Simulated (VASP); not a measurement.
# CsPbBr3 (Pm-3m) in VASP: single point with r2SCAN

Aim: the single point of CsPbBr3 with r2SCAN.

Program: VASP 6.6.1. These are calculated values, not measurements. Logs are shortened: lines on timing, memory, paths and dates and some standing lists are left out, and cuts for length are marked.

**1. The cell of the first run**

It takes space group Pm-3m (No. 221, cubic). The conventional cell has a = 5.936 Å, b = 5.936 Å, c = 5.936 Å, α = 90.00°, β = 90.00°, γ = 90.00°. Within 5.5 Å of Cs (site symmetry m-3m) lie 12 Br at 4.20 Å and 8 Pb at 5.14 Å. Pb (site symmetry m-3m) has 6 Br at 2.97 Å within 3.9 Å. Br (site symmetry 4/mmm) has 2 Pb at 2.97 Å within 3.9 Å.

**2. Single point, r2SCAN**

The input, POSCAR:

```
CsPbBr3
1.0
    5.9361219932      0.0000000000      0.0000000000
    0.0000000000      5.9361219932      0.0000000000
    0.0000000000      0.0000000000      5.9361219932
Cs Pb Br
1 1 3
Direct
    0.0000000000      0.0000000000      0.0000000000
    0.5000000000      0.5000000000      0.5000000000
    0.0000000000      0.5000000000      0.5000000000
    0.5000000000      0.0000000000      0.5000000000
    0.5000000000      0.5000000000      0.0000000000
```

The input, INCAR.step1:

```
SYSTEM = CsPbBr3
ALGO     = Normal         ! electronic algorithm
EDIFF    = 1E-4           ! SCF threshold, eV
ENCUT    = 520            ! plane-wave cutoff, eV
GGA      = PE             ! functional
ISMEAR   = 0              ! smearing method
LASPH    = .True.         ! aspherical terms in the spheres
LCHARG   = .False.        ! write CHGCAR
LREAL    = .False.        ! projectors in reciprocal space
LWAVE    = .True.         ! write WAVECAR
NBANDS   = 30             ! bands
NELM     = 60             ! most SCF steps
PREC     = Accurate       ! precision mode
SIGMA    = 0.02           ! smearing width, eV
```

The input, INCAR.step2:

```
SYSTEM = CsPbBr3
ALGO     = Normal         ! electronic algorithm
EDIFF    = 1E-7           ! SCF threshold, eV
ENCUT    = 520            ! plane-wave cutoff, eV
ISIF     = 2              ! what is computed and relaxed
ISMEAR   = 0              ! smearing method
ISTART   = 1            
LASPH    = .True.         ! aspherical terms in the spheres
LCHARG   = .True.         ! write CHGCAR
LELF     = .True.         ! ELF
LMIXTAU  = .True.       
LREAL    = .False.        ! projectors in reciprocal space
LVHAR    = .True.       
LWAVE    = .False.        ! write WAVECAR
METAGGA  = R2SCAN         ! meta-GGA
NBANDS   = 30             ! bands
NELM     = 60             ! most SCF steps
PREC     = Accurate       ! precision mode
SIGMA    = 0.02           ! smearing width, eV
```

The input, KPOINTS:

```
k-points
0
Gamma
  6 6 6
  0 0 0
```

Potentials or basis: VASP PAW PBE potentials, release 64 (Cs_sv, Pb_d, Br).

Started as:

```bash
cat potpaw_PBE.64/Cs_sv/POTCAR potpaw_PBE.64/Pb_d/POTCAR potpaw_PBE.64/Br/POTCAR > POTCAR
cp INCAR.step1 INCAR
mpirun -np 1 vasp_std > vasp.out
cp INCAR.step2 INCAR
mpirun -np 1 vasp_std > vasp.out
```

OUTCAR:

```text
SYSTEM = CsPbBr3
   EDIFF = 1E-7
   ENCUT = 520
   ISIF = 2
   ISMEAR = 0
   ISTART = 1
   LASPH = .True.
   LREAL = .False.
   METAGGA = R2SCAN
   NELM = 60
   PREC = Accurate

 ion  position               nearest neighbor table
   1  0.000  0.000  0.000-
   2  0.500  0.500  0.500-   3 2.97   4 2.97   5 2.97   5 2.97   4 2.97   3 2.97
   3  0.000  0.500  0.500-   2 2.97   2 2.97
   4  0.500  0.000  0.500-   2 2.97   2 2.97
   5  0.500  0.500  0.000-   2 2.97   2 2.97

  LATTYP: Found a simple cubic cell.
 ALAT       =     5.9361219932

  Lattice vectors:

 A1 = (   5.9361219932,   0.0000000000,   0.0000000000)
 A2 = (   0.0000000000,   5.9361219932,   0.0000000000)
 A3 = (   0.0000000000,   0.0000000000,   5.9361219932)

Analysis of symmetry for initial positions (statically):
=====================================================================
 Subroutine PRICEL returns:
 Original cell was already a primitive cell.

 Routine SETGRP: Setting up the symmetry group for a
 simple cubic supercell.

 Subroutine GETGRP returns: Found 48 space group operations
 (whereof 48 operations were pure point group operations)
 out of a pool of 48 trial point group operations.

The static configuration has the point symmetry O_h .

Analysis of symmetry for dynamics (positions and initial velocities):
=====================================================================
 Subroutine PRICEL returns:
 Original cell was already a primitive cell.

 Routine SETGRP: Setting up the symmetry group for a
 simple cubic supercell.

 Subroutine GETGRP returns: Found 48 space group operations
 (whereof 48 operations were pure point group operations)
 out of a pool of 48 trial point group operations.

The dynamic configuration has the point symmetry O_h .

 Subroutine INISYM returns: Found 48 space group operations
 (whereof 48 operations are pure point group operations),
 and found     1 'primitive' translations

----------------------------------------------------------------------------------------

                                     Primitive cell

  volume of cell :     209.1744

  direct lattice vectors                    reciprocal lattice vectors
     5.936121993  0.000000000  0.000000000     0.168460150  0.000000000  0.000000000
     0.000000000  5.936121993  0.000000000     0.000000000  0.168460150  0.000000000
     0.000000000  0.000000000  5.936121993     0.000000000  0.000000000  0.168460150

  length of vectors
     5.936121993  5.936121993  5.936121993     0.168460150  0.168460150  0.168460150

  position of ions in fractional coordinates (direct lattice)
     0.000000000  0.000000000  0.000000000
     0.500000000  0.500000000  0.500000000
     0.000000000  0.500000000  0.500000000
     0.500000000  0.000000000  0.500000000
     0.500000000  0.500000000  0.000000000

  ion indices of the primitive-cell ions
   primitive index   ion index
                 1           1
                 2           2
                 3           3
                 4           4
                 5           5

----------------------------------------------------------------------------------------

 KPOINTS: k-points

Automatic generation of k-mesh.
 Grid dimensions read from file:
 generate k-points for:    6    6    6

 Generating k-lattice:

  Cartesian coordinates                     Fractional coordinates (reciprocal lattice)
     0.028076692  0.000000000  0.000000000     0.166666667  0.000000000  0.000000000
     0.000000000  0.028076692  0.000000000     0.000000000  0.166666667  0.000000000
     0.000000000  0.000000000  0.028076692     0.000000000  0.000000000  0.166666667

  Length of vectors
     0.028076692  0.028076692  0.028076692

  Shift w.r.t. Gamma in fractional coordinates (k-lattice)
     0.000000000  0.000000000  0.000000000

 Subroutine IBZKPT returns following result:
 ===========================================

 Found     20 irreducible k-points:

 Following reciprocal coordinates:
            Coordinates               Weight
  0.000000  0.000000  0.000000      1.000000
  0.166667  0.000000  0.000000      6.000000
  0.333333  0.000000  0.000000      6.000000
  0.500000  0.000000  0.000000      3.000000
  0.166667  0.166667  0.000000     12.000000
  0.333333  0.166667  0.000000     24.000000
[... 12 lines left out ...]
  0.500000  0.500000  0.333333      6.000000
  0.500000  0.500000  0.500000      1.000000
   k-points           NKPTS =     20   k-points in BZ     NKDIM =     20   number of bands    NBANDS=     30
   number of dos      NEDOS =    301   number of ions     NIONS =      5
   total plane-waves  NPLWV = 110592
   dimension x,y,z NGX =    48 NGY =   48 NGZ =   48
   dimension x,y,z NGXF=    96 NGYF=   96 NGZF=   96
   ions per type =               1   1   3
   NGX,Y,Z   is equivalent  to a cutoff of  13.44, 13.44, 13.44 a.u.
   NGXF,Y,Z  is equivalent  to a cutoff of  26.89, 26.89, 26.89 a.u.
 SYSTEM =  CsPbBr3
   PREC   = accura    normal or accurate (medium, high low for compatibility)
   ISTART =      1    job   : 0-new  1-cont  2-samecut
   ICHARG =      0    charge: 1-file 2-atom 10-const
   ISPIN  =      1    spin polarized calculation?
   LNONCOLLINEAR =      F non collinear calculations
   LSORBIT =      F    spin-orbit coupling
   LASPH  =      T    aspherical Exc in radial PAW
   ENCUT  =  520.0 eV  38.22 Ry    6.18 a.u.  11.04 11.04 11.04*2*pi/ulx,y,z
   NELM   =     60;   NELMIN=  2; NELMDL=  0     # of ELM steps
   EDIFF  = 0.1E-06   stopping-criterion for ELM
   LREAL  =      F    real-space projection
   EDIFFG = 0.1E-05   stopping-criterion for IOM
   NSW    =      0    number of steps for IOM
   IBRION =     -1    ionic relax: 0-MD 1-quasi-New 2-CG
   NFREE  =      0    steps in history (QN), initial steepest desc. (CG)
   ISIF   =      2    stress and relaxation
   ISYM   =      2    0-nonsym 1-usesym 2-fastsym
   POTIM  = 0.5000    time-step for ionic-motion
   TEBEG  =    0.0;   TEEND  =   0.0 temperature during run
   PSTRESS=    0.0 pullay stress
   NELECT =      44.0000    total number of electrons
   NUPDOWN=      -1.0000    fix difference up-down
   EMIN   =  10.00;   EMAX   =-10.00  energy-range for DOS
   EFERMI =   0.00;   METHOD = LEGACY
   ISMEAR =     0;   SIGMA  =   0.02  broadening in eV -4-tet -1-fermi 0-gaus
   EFERMI_NEDOS =   21; number of points for ismear=-14 and -15
   IALGO  =     38    algorithm
   IMIX   =      4    mixing-type and parameters
     AMIX     =   0.40;   BMIX     =  1.00
     AMIX_MAG =   1.60;   BMIX_MAG =  1.00
  volume/ion in A,a.u.               =      41.83       282.32
  Fermi-wavevector in a.u.,A,eV,Ry     =   0.973620  1.839875 12.897456  0.947936
  Thomas-Fermi vector in A             =   2.104014
   LORBIT       =      0    0 simple, 1 ext, 2 COOP (PROOUT), +10 PAW based schemes
   METAGGA = R2SCAN    functional components
   LHFCALC =     F    Hartree Fock is set to
   AEXX    =    0.0000 exact exchange contribution
   IVDW    =     0    specifies the selected vdW correction
   LEPSILON=     F    determine dielectric tensor
   LRPA    =     F    only Hartree local field effects (RPA)
 non-spin polarized calculation
 Gauss-broadening in eV      SIGMA  =   0.02
  energy-cutoff  :      520.00
  volume of cell :      209.17
 maximum number of plane-waves:      5670
 NGX is ok and might be reduce to    48
   NGX = 23   NGY = 23   NGZ = 23

 number of electron      43.9999990 magnetization

 Free energy of the ion-electron system (eV)
  ---------------------------------------------------
  ext. energy  EPLUGINS =         0.00000000
  ---------------------------------------------------
  free energy    TOTEN  =      -128.48038921 eV

  energy without entropy =     -128.48038921  energy(sigma->0) =     -128.48038921

 E-fermi :   0.7728     XC(G=0):  -7.8905

 val. band max:        0.6847717914   @ k =   0.5000   0.5000   0.5000
 cond. band min:       2.7289230254   @ k =   0.5000   0.5000   0.5000
 fundamental gap:      2.0441512340
 Fermi energy:         0.7728386116

 k-point     1 :       0.0000    0.0000    0.0000
  band No.  band energies     occupation
      1     -21.2854      2.00000
      2     -16.6534      2.00000
      3     -16.6534      2.00000
      4     -16.5074      2.00000
      5     -16.5074      2.00000
      6     -16.5074      2.00000
[... 22 lines left out ...]
     29       7.0768      0.00000
     30       7.0768      0.00000

 k-point     2 :       0.1667    0.0000    0.0000
  band No.  band energies     occupation
      1     -21.2852      2.00000
      2     -16.6533      2.00000
      3     -16.6389      2.00000
      4     -16.5077      2.00000
      5     -16.5077      2.00000
      6     -16.5075      2.00000
[... 22 lines left out ...]
     29       6.3100      0.00000
     30       7.0701      0.00000

 k-point     3 :       0.3333    0.0000    0.0000
  band No.  band energies     occupation
      1     -21.2847      2.00000
      2     -16.6533      2.00000
      3     -16.6095      2.00000
      4     -16.5081      2.00000
      5     -16.5081      2.00000
      6     -16.5075      2.00000
[... 22 lines left out ...]
     29       6.5376      0.00000
     30       7.3579      0.00000

 k-point     4 :       0.5000    0.0000    0.0000
  band No.  band energies     occupation
      1     -21.2845      2.00000
      2     -16.6533      2.00000
      3     -16.5946      2.00000
      4     -16.5083      2.00000
      5     -16.5083      2.00000
      6     -16.5074      2.00000
[... 484 lines left out ...]
     29       6.7897      0.00000
     30       7.2899      0.00000

 k-point    19 :       0.5000    0.5000    0.3333
  band No.  band energies     occupation
      1     -21.2832      2.00000
      2     -16.5767      2.00000
      3     -16.5599      2.00000
      4     -16.5092      2.00000
      5     -16.5090      2.00000
      6     -16.5090      2.00000
[... 22 lines left out ...]
     29       6.6217      0.00000
     30       7.4588      0.00000

 k-point    20 :       0.5000    0.5000    0.5000
  band No.  band energies     occupation
      1     -21.2830      2.00000
      2     -16.5599      2.00000
      3     -16.5599      2.00000
      4     -16.5092      2.00000
      5     -16.5092      2.00000
      6     -16.5092      2.00000
[... 22 lines left out ...]
     29       6.5071      0.00000
     30       7.7237      0.00000

------------------------ aborting loop because EDIFF is reached ----------------------------------------

  FORCE on cell =-STRESS in cart. coord.  units (eV):
  Direction    XX          YY          ZZ          XY          YZ          ZX
  --------------------------------------------------------------------------------------
  -------------------------------------------------------------------------------------
  Total        0.0188130      0.0188130      0.0188130     -0.0000000      0.0000000     -0.0000000
  in kB        0.1440985      0.1440985      0.1440985     -0.0000000      0.0000000     -0.0000000
  external PRESSURE =       0.1440985 kB  Pullay stress =       0.0000000 kB

 VOLUME and BASIS-vectors are now :
 -----------------------------------------------------------------------------
  energy-cutoff  :      520.00
  volume of cell :      209.17
      direct lattice vectors                 reciprocal lattice vectors
     5.936121993  0.000000000  0.000000000     0.168460150  0.000000000  0.000000000
     0.000000000  5.936121993  0.000000000     0.000000000  0.168460150  0.000000000
     0.000000000  0.000000000  5.936121993     0.000000000  0.000000000  0.168460150

 POSITION                                       TOTAL-FORCE (eV/Angst)
 -----------------------------------------------------------------------------------
      0.00000      0.00000      0.00000         0.000000      0.000000      0.000000
      2.96806      2.96806      2.96806         0.000000      0.000000      0.000000
      0.00000      2.96806      2.96806         0.000000      0.000000      0.000000
      2.96806      0.00000      2.96806         0.000000      0.000000      0.000000
      2.96806      2.96806      0.00000         0.000000      0.000000      0.000000
 -----------------------------------------------------------------------------------
    total drift:                                0.000000     -0.000000     -0.000000

  FREE ENERGIE OF THE ION-ELECTRON SYSTEM (eV)
  ---------------------------------------------------
  free  energy   TOTEN  =      -128.4803892054 eV

  energy  without entropy=     -128.4803892054  energy(sigma->0) =     -128.48038921
```

Run time: 9.4 min. Hardware: 1 thread of AMD EPYC 7R13 (Zen 3), shared host; peak memory 0.41 GiB.

Results:

| Item | Value |
| --- | --- |
| Free energy | -128.4804 eV |
| Pressure | 0.0 GPa |
| Band gap on the k mesh | 2.04 eV |

Levels at points of the mesh, in eV from the valence-band top:
| k point | band 18 | band 19 | band 20 | band 21 | band 22 | band 23 | band 24 | band 25 | band 26 | band 27 |
| --- | --- | --- | --- | --- | --- | --- | --- | --- | --- | --- |
| (0.00, 0.00, 0.00) | -2.10 | -2.10 | -1.99 | -1.99 | -1.99 | 3.64 | 4.68 | 4.68 | 5.50 | 5.50 |
| (0.50, 0.00, 0.00) | -2.24 | -2.21 | -2.09 | -2.09 | -1.41 | 3.02 | 5.05 | 5.62 | 5.67 | 5.75 |
| (0.50, 0.50, 0.00) | -2.30 | -2.30 | -2.24 | -1.64 | -0.69 | 2.56 | 2.56 | 5.31 | 5.83 | 6.27 |
| (0.50, 0.50, 0.50) | -2.24 | -1.63 | -1.63 | -1.63 | 0.00 | 2.04 | 2.04 | 2.04 | 5.22 | 5.82 |

Caveat: the PAW data sets were made with another functional, which shifts forces and pressure a little; spin-orbit coupling is left out, which moves the levels of the heavy elements.
